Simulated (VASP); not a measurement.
**Au: single point with r2SCAN**

The system is Au.

```xyz
2
Lattice="0.0000 2.9097 2.9097 2.9097 0.0000 2.9097 2.9097 2.9097 0.0000" Properties=species:S:1:pos:R:3 pbc="T T T"
Au    0.7274    0.7274    0.7274
Au    5.0920    5.0920    5.0920
```

This isn't the form of Au at room conditions, which is fcc.

```json
{"Program": "VASP 6.6.1", "Task": "single point", "Functional": "r2SCAN", "Potentials or basis": "VASP PAW PBE potentials, release 64 (Au)", "Cutoff": "520 eV", "k mesh": "10 × 10 × 10", "Occupations": "fermi-dirac, width 0.1 eV", "Spin": "no spin polarisation"}
```

The pressure is 12.2 GPa. The band gap on the k mesh is zero (bands 11 and 12 overlap by 0.71 eV).

Levels at points of the mesh, in eV from the Fermi level:
```csv
k point,band 8,band 9,band 10,band 11,band 12,band 13,band 14,band 15
"(0.00, 0.00, 0.00)",-2.80,-2.80,-1.43,-1.43,10.14,10.62,11.13,11.13
"(0.50, 0.00, 0.00)",-2.48,-1.63,-1.63,-1.38,-0.33,7.65,7.65,10.19
"(0.50, 0.50, 0.00)",-3.44,-1.40,-1.40,0.36,0.36,3.88,3.88,8.91
```

Run time: 3.8 min on 1 thread of AMD EPYC 7571, on a shared host, peak memory 0.17 GiB.

Caveat: the cell stands under pressure; the PAW data sets were made with another functional, which shifts forces and pressure a little; spin-orbit coupling is left out, which moves the levels of the heavy elements.
